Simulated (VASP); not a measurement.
# Cd2O3 (Pn-3m) in VASP: a series of runs

Runs on Cd2O3. Level: PBE. Tasks: single point.

Everything below comes from runs of VASP 6.6.1. Logs are shortened: lines on timing, memory, paths and dates and some standing lists are left out, and cuts for length are marked.

### Step 1. The cell of the first run

The structure is cubic, space group Pn-3m (No. 224). Conventional cell: a = 5.164 Å, b = 5.164 Å, c = 5.164 Å, α = 90.00°, β = 90.00°, γ = 90.00°. Within 3.0 Å of Cd (site symmetry -3m) lie 6 O at 2.24 Å. O (site symmetry -42m) has 4 Cd at 2.24 Å and 4 O at 2.58 Å within 3.0 Å.

### Step 2. Single point, PBE

The input, INCAR:

```
PREC = Accurate ; ENCUT = 520
EDIFF = 1E-7 ; ISMEAR = -1
SIGMA = 0.06122561905347299 ; LREAL = F
LASPH = T ; NELM = 80
ALGO = Normal ; ISIF = 2
LWAVE = F ; LCHARG = T
GGA = PE ; LELF = T
LVHAR = T ; NBANDS = 53
```

The input, KPOINTS:

```
regular mesh
0
Gamma
  7 7 7
```

The input, POSCAR:

```
Cd2O3
1.0
    5.1640535607      0.0000000000      0.0000000000
    0.0000000000      5.1640535607      0.0000000000
    0.0000000000      0.0000000000      5.1640535607
Cd O
4 6
Direct
    0.2500000000      0.2500000000      0.2500000000
    0.7500000000      0.7500000000      0.2500000000
    0.7500000000      0.2500000000      0.7500000000
    0.2500000000      0.7500000000      0.7500000000
    0.5000000000      0.0000000000      0.0000000000
    0.0000000000      0.5000000000      0.0000000000
    0.0000000000      0.0000000000      0.5000000000
    0.5000000000      0.5000000000      0.0000000000
    0.5000000000      0.0000000000      0.5000000000
    0.0000000000      0.5000000000      0.5000000000
```

Potentials or basis: VASP PAW PBE potentials, release 64 (Cd, O).

Launch:

```sh
$ cat potpaw_PBE.64/Cd/POTCAR potpaw_PBE.64/O/POTCAR > POTCAR
$ mpirun -np 1 vasp_std > vasp.out
```

OUTCAR:

```text
PREC = Accurate
   ENCUT = 520
   EDIFF = 1E-7
   ISMEAR = -1
   LREAL = F
   LASPH = T
   NELM = 80
   ISIF = 2
   GGA = PE

 ion  position               nearest neighbor table
   1  0.250  0.250  0.250-   5 2.24   6 2.24   7 2.24   8 2.24   9 2.24  10 2.24   2 3.65   3 3.65
                             4 3.65   3 3.65   4 3.65   2 3.65   4 3.65   4 3.65   2 3.65   3 3.65
   2  0.750  0.750  0.250-   5 2.24   6 2.24   7 2.24   8 2.24   9 2.24  10 2.24   1 3.65   3 3.65
                             4 3.65   3 3.65   4 3.65   1 3.65   3 3.65   3 3.65   1 3.65   4 3.65
   3  0.750  0.250  0.750-   5 2.24   6 2.24   7 2.24   8 2.24   9 2.24  10 2.24   1 3.65   2 3.65
                             4 3.65   1 3.65   2 3.65   2 3.65   4 3.65   2 3.65   1 3.65   4 3.65
   4  0.250  0.750  0.750-   5 2.24   6 2.24   7 2.24   8 2.24   9 2.24  10 2.24   1 3.65   2 3.65
                             3 3.65   1 3.65   2 3.65   1 3.65   3 3.65   1 3.65   2 3.65   3 3.65
   5  0.500  0.000  0.000-   1 2.24   2 2.24   3 2.24   4 2.24
   6  0.000  0.500  0.000-   1 2.24   2 2.24   3 2.24   4 2.24
   7  0.000  0.000  0.500-   1 2.24   2 2.24   3 2.24   4 2.24
   8  0.500  0.500  0.000-   1 2.24   2 2.24   3 2.24   4 2.24
   9  0.500  0.000  0.500-   1 2.24   2 2.24   3 2.24   4 2.24
  10  0.000  0.500  0.500-   1 2.24   2 2.24   3 2.24   4 2.24

  LATTYP: Found a simple cubic cell.
 ALAT       =     5.1640535607

  Lattice vectors:

 A1 = (   5.1640535607,   0.0000000000,   0.0000000000)
 A2 = (   0.0000000000,   5.1640535607,   0.0000000000)
 A3 = (   0.0000000000,   0.0000000000,   5.1640535607)

Analysis of symmetry for initial positions (statically):
=====================================================================
 Subroutine PRICEL returns:
 Original cell was already a primitive cell.

 Routine SETGRP: Setting up the symmetry group for a
 simple cubic supercell.

 Subroutine GETGRP returns: Found 48 space group operations
 (whereof 24 operations were pure point group operations)
 out of a pool of 48 trial point group operations.

The static configuration has the point symmetry T_d .
 The point group associated with its full space group is O_h .

Analysis of symmetry for dynamics (positions and initial velocities):
=====================================================================
 Subroutine PRICEL returns:
 Original cell was already a primitive cell.

 Routine SETGRP: Setting up the symmetry group for a
 simple cubic supercell.

 Subroutine GETGRP returns: Found 48 space group operations
 (whereof 24 operations were pure point group operations)
 out of a pool of 48 trial point group operations.

The dynamic configuration has the point symmetry T_d .
 The point group associated with its full space group is O_h .

 Subroutine INISYM returns: Found 48 space group operations
 (whereof 24 operations are pure point group operations),
 and found     1 'primitive' translations

----------------------------------------------------------------------------------------

                                     Primitive cell

  volume of cell :     137.7121

  direct lattice vectors                    reciprocal lattice vectors
     5.164053561  0.000000000  0.000000000     0.193646326  0.000000000  0.000000000
     0.000000000  5.164053561  0.000000000     0.000000000  0.193646326  0.000000000
     0.000000000  0.000000000  5.164053561     0.000000000  0.000000000  0.193646326

  length of vectors
     5.164053561  5.164053561  5.164053561     0.193646326  0.193646326  0.193646326

  position of ions in fractional coordinates (direct lattice)
     0.250000000  0.250000000  0.250000000
     0.750000000  0.750000000  0.250000000
     0.750000000  0.250000000  0.750000000
     0.250000000  0.750000000  0.750000000
     0.500000000  0.000000000  0.000000000
     0.000000000  0.500000000  0.000000000
     0.000000000  0.000000000  0.500000000
     0.500000000  0.500000000  0.000000000
     0.500000000  0.000000000  0.500000000
     0.000000000  0.500000000  0.500000000

  ion indices of the primitive-cell ions
   primitive index   ion index
                 1           1
                 2           2
                 3           3
                 4           4
                 5           5
                 6           6
                 7           7
                 8           8
                 9           9
                10          10

----------------------------------------------------------------------------------------

 KPOINTS: regular mesh

Automatic generation of k-mesh.
 Grid dimensions read from file:
 generate k-points for:    7    7    7

 Generating k-lattice:

  Cartesian coordinates                     Fractional coordinates (reciprocal lattice)
     0.027663761  0.000000000  0.000000000     0.142857143  0.000000000  0.000000000
     0.000000000  0.027663761  0.000000000     0.000000000  0.142857143  0.000000000
     0.000000000  0.000000000  0.027663761     0.000000000  0.000000000  0.142857143

  Length of vectors
     0.027663761  0.027663761  0.027663761

  Shift w.r.t. Gamma in fractional coordinates (k-lattice)
     0.000000000  0.000000000  0.000000000

 Subroutine IBZKPT returns following result:
 ===========================================

 Found     20 irreducible k-points:

 Following reciprocal coordinates:
            Coordinates               Weight
  0.000000  0.000000  0.000000      1.000000
  0.142857  0.000000  0.000000      6.000000
  0.285714  0.000000  0.000000      6.000000
  0.428571  0.000000  0.000000      6.000000
  0.142857  0.142857  0.000000     12.000000
  0.285714  0.142857  0.000000     24.000000
[... 12 lines left out ...]
  0.428571  0.428571  0.285714     24.000000
  0.428571  0.428571  0.428571      8.000000
   k-points           NKPTS =     20   k-points in BZ     NKDIM =     20   number of bands    NBANDS=     53
   number of dos      NEDOS =    301   number of ions     NIONS =     10
   total plane-waves  NPLWV =  64000
   dimension x,y,z NGX =    40 NGY =   40 NGZ =   40
   dimension x,y,z NGXF=    80 NGYF=   80 NGZF=   80
   ions per type =               4   6
   NGX,Y,Z   is equivalent  to a cutoff of  12.88, 12.88, 12.88 a.u.
   NGXF,Y,Z  is equivalent  to a cutoff of  25.75, 25.75, 25.75 a.u.
 SYSTEM =  unknown system
   PREC   = accura    normal or accurate (medium, high low for compatibility)
   ISTART =      0    job   : 0-new  1-cont  2-samecut
   ICHARG =      2    charge: 1-file 2-atom 10-const
   ISPIN  =      1    spin polarized calculation?
   LNONCOLLINEAR =      F non collinear calculations
   LSORBIT =      F    spin-orbit coupling
   LASPH  =      T    aspherical Exc in radial PAW
   ENCUT  =  520.0 eV  38.22 Ry    6.18 a.u.   9.60  9.60  9.60*2*pi/ulx,y,z
   NELM   =     80;   NELMIN=  2; NELMDL= -5     # of ELM steps
   EDIFF  = 0.1E-06   stopping-criterion for ELM
   LREAL  =      F    real-space projection
   EDIFFG = 0.1E-05   stopping-criterion for IOM
   NSW    =      0    number of steps for IOM
   IBRION =     -1    ionic relax: 0-MD 1-quasi-New 2-CG
   NFREE  =      0    steps in history (QN), initial steepest desc. (CG)
   ISIF   =      2    stress and relaxation
   ISYM   =      2    0-nonsym 1-usesym 2-fastsym
   POTIM  = 0.5000    time-step for ionic-motion
   TEBEG  =    0.0;   TEEND  =   0.0 temperature during run
   PSTRESS=    0.0 pullay stress
   NELECT =      84.0000    total number of electrons
   NUPDOWN=      -1.0000    fix difference up-down
   EMIN   =  10.00;   EMAX   =-10.00  energy-range for DOS
   EFERMI =   0.00;   METHOD = LEGACY
   ISMEAR =    -1;   SIGMA  =   0.06  broadening in eV -4-tet -1-fermi 0-gaus
   EFERMI_NEDOS =   21; number of points for ismear=-14 and -15
   IALGO  =     38    algorithm
   IMIX   =      4    mixing-type and parameters
     AMIX     =   0.40;   BMIX     =  1.00
     AMIX_MAG =   1.60;   BMIX_MAG =  1.00
  volume/ion in A,a.u.               =      13.77        92.93
  Fermi-wavevector in a.u.,A,eV,Ry     =   1.388387  2.623671 26.226839  1.927618
  Thomas-Fermi vector in A             =   2.512518
   LORBIT       =      0    0 simple, 1 ext, 2 COOP (PROOUT), +10 PAW based schemes
   GGA     = PE    functional components
   LHFCALC =     F    Hartree Fock is set to
   AEXX    =    0.0000 exact exchange contribution
   IVDW    =     0    specifies the selected vdW correction
   LEPSILON=     F    determine dielectric tensor
   LRPA    =     F    only Hartree local field effects (RPA)
 non-spin polarized calculation
  energy-cutoff  :      520.00
  volume of cell :      137.71
 maximum number of plane-waves:      3755
 NGX is ok and might be reduce to    40
   NGX = 19   NGY = 19   NGZ = 19

 number of electron      84.0000018 magnetization

 Free energy of the ion-electron system (eV)
  ---------------------------------------------------
  ext. energy  EPLUGINS =         0.00000000
  ---------------------------------------------------
  free energy    TOTEN  =       -36.34552410 eV

  energy without entropy =      -36.21616800  energy(sigma->0) =      -36.28084605

 E-fermi :   0.9662     XC(G=0): -10.6529

 val. band max:        0.9661918754   @ k =   0.2857   0.2857   0.1429
 cond. band min:       0.9905435192   @ k =   0.2857   0.0000   0.0000
 fundamental gap:      0.0243516438
 Fermi energy:         0.9662427064

 k-point     1 :       0.0000    0.0000    0.0000
  band No.  band energies     occupation
      1     -17.0250      2.00000
      2     -16.1573      2.00000
      3     -16.1573      2.00000
      4     -15.6575      2.00000
      5     -15.6575      2.00000
      6     -15.0073      2.00000
[... 45 lines left out ...]
     52      11.2094      0.00000
     53      11.4458      0.00000
[... 1062 lines left out ...]
     52       8.2956      0.00000
     53      13.1140      0.00000

------------------------ aborting loop because EDIFF is reached ----------------------------------------

  FORCE on cell =-STRESS in cart. coord.  units (eV):
  Direction    XX          YY          ZZ          XY          YZ          ZX
  --------------------------------------------------------------------------------------
  -------------------------------------------------------------------------------------
  Total        7.4382909      7.4382909      7.4382909      0.0000000     -0.0000000      0.0000000
  in kB       86.5389308     86.5389308     86.5389308      0.0000000     -0.0000000      0.0000000
  external PRESSURE =      86.5389308 kB  Pullay stress =       0.0000000 kB

 VOLUME and BASIS-vectors are now :
 -----------------------------------------------------------------------------
  energy-cutoff  :      520.00
  volume of cell :      137.71
      direct lattice vectors                 reciprocal lattice vectors
     5.164053561  0.000000000  0.000000000     0.193646326  0.000000000  0.000000000
     0.000000000  5.164053561  0.000000000     0.000000000  0.193646326  0.000000000
     0.000000000  0.000000000  5.164053561     0.000000000  0.000000000  0.193646326

 POSITION                                       TOTAL-FORCE (eV/Angst)
 -----------------------------------------------------------------------------------
      1.29101      1.29101      1.29101        -0.000000      0.000000     -0.000000
      3.87304      3.87304      1.29101        -0.000000      0.000000     -0.000000
      3.87304      1.29101      3.87304         0.000000     -0.000000      0.000000
      1.29101      3.87304      3.87304        -0.000000     -0.000000     -0.000000
      2.58203      0.00000      0.00000         0.000000     -0.000000     -0.000000
      0.00000      2.58203      0.00000         0.000000      0.000000     -0.000000
      0.00000      0.00000      2.58203         0.000000     -0.000000     -0.000000
      2.58203      2.58203      0.00000         0.000000      0.000000     -0.000000
      2.58203      0.00000      2.58203         0.000000      0.000000      0.000000
      0.00000      2.58203      2.58203         0.000000     -0.000000     -0.000000
 -----------------------------------------------------------------------------------
    total drift:                               -0.000000      0.000000     -0.000000

  FREE ENERGIE OF THE ION-ELECTRON SYSTEM (eV)
  ---------------------------------------------------
  free  energy   TOTEN  =       -36.3455240976 eV

  energy  without entropy=      -36.2161680041  energy(sigma->0) =      -36.28084605
```

It took 68 s on 1 thread of Intel Xeon 6975P-C (Granite Rapids), shared host; peak memory 0.29 GiB.

What came out:

| Property | Result |
| --- | --- |
| Free energy | -36.3455 eV |
| Pressure | 8.7 GPa |
| Band gap on the k mesh | zero (bands 42 and 43 overlap by 0.76 eV) |

Levels at points of the mesh, in eV from the Fermi level:
```
           k point  band 38  band 39  band 40  band 41  band 42  band 43  band 44  band 45  band 46  band 47
(0.00, 0.00, 0.00)    -0.28    -0.18    -0.18    -0.18     0.55     0.55     0.55     1.40     3.09     7.41
```

Caveat: the cell stands under pressure; semilocal functionals underestimate gaps, so a narrow gap can read as zero.

### Step 3. Single point, PBE

This run uses another cell than the first one, of 14.06 Å³/atom.

The input, INCAR:

```
SYSTEM = Cd2O3
PREC     = Accurate       ! precision mode
ENCUT    = 520            ! plane-wave cutoff, eV
EDIFF    = 1E-6           ! SCF threshold, eV
ISMEAR   = -1             ! smearing method
SIGMA    = 0.06122561905347299 ! smearing width, eV
LREAL    = .FALSE.        ! projectors in reciprocal space
LASPH    = .TRUE.         ! aspherical terms in the spheres
NELM     = 80             ! most SCF steps
ALGO     = Normal         ! electronic algorithm
ISIF     = 2              ! what is computed and relaxed
LWAVE    = .FALSE.        ! write WAVECAR
LCHARG   = .TRUE.         ! write CHGCAR
GGA      = PE             ! functional
LELF     = .TRUE.         ! ELF
LVHAR    = .TRUE.       
NBANDS   = 53             ! bands
```

The input, KPOINTS:

```
Automatic mesh
0
G
  7 7 7
  0 0 0
```

POSCAR: that of step 2 with these lines changed.

```diff
@@ -2,5 +2,5 @@
 1.0
-    5.1640535607      0.0000000000      0.0000000000
-    0.0000000000      5.1640535607      0.0000000000
-    0.0000000000      0.0000000000      5.1640535607
+    5.2004213333      0.0000000000      0.0000000000
+    0.0000000000      5.2004213333      0.0000000000
+    0.0000000000      0.0000000000      5.2004213333
 Cd O
```

Potentials or basis: VASP PAW PBE potentials, release 64 (Cd, O).

Launch:

```sh
$ cat potpaw_PBE.64/Cd/POTCAR potpaw_PBE.64/O/POTCAR > POTCAR
$ mpirun -np 1 vasp_std > vasp.out
```

Run time: 65 s. Hardware: 1 thread of Intel Xeon 6975P-C (Granite Rapids), shared host; peak memory 0.29 GiB.

The run converged. Its results:

| Property | Result |
| --- | --- |
| Free energy | -36.4806 eV |
| Pressure | 5.8 GPa |
| Band gap on the k mesh | zero (bands 42 and 43 overlap by 0.76 eV) |

Levels at points of the mesh, in eV from the Fermi level:
| k point | band 39 | band 40 | band 41 | band 42 | band 43 | band 44 | band 45 | band 46 |
| --- | --- | --- | --- | --- | --- | --- | --- | --- |
| (0.00, 0.00, 0.00) | -0.20 | -0.20 | -0.20 | 0.54 | 0.54 | 0.54 | 1.35 | 3.14 |

Caveat: the cell stands under pressure; semilocal functionals underestimate gaps, so a narrow gap can read as zero.

[end of part 1 of 2]
